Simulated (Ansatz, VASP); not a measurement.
# PbS in VASP and in Ansatz

```
CELL_PARAMETERS angstrom
0.00000 2.96500 2.96500
2.96500 0.00000 2.96500
2.96500 2.96500 0.00000
ATOMIC_POSITIONS crystal
Pb 0.00000 0.00000 0.00000
S 0.46627 0.53373 0.53373
```

Alike in both runs: task single point; functional PBE; k mesh 7 × 7 × 7; occupations fermi-dirac, width 0.01 eV; no spin polarisation.

|  | VASP | Ansatz |
| --- | --- | --- |
| version | VASP 6.6.1 | Ansatz 0.2.0 |
| potentials or method | VASP PAW PBE potentials, release 64 (Pb_d, S), cutoff 500 eV | all-electron LAPW, scalar-relativistic |

|  | VASP | Ansatz | Ansatz less VASP |
| --- | --- | --- | --- |
| gap on the k mesh at the Fermi level (eV) | 1.12 | 1.12 | -0.003 |
| pressure (GPa) | 2.8 | 2.9 | +0.07 |
| traceless stress, the component that is largest in VASP (GPa) | 1.15 | 1.14 | -0.004 |
| rms of the force components (eV/Å) | 0.126 | 0.125 | -0.0008 |

Atom by atom the forces differ by 0.001 eV/Å (rms over components). Ansatz ran all-electron here, and VASP with PAW potentials.

Neither program's run includes spin-orbit coupling.
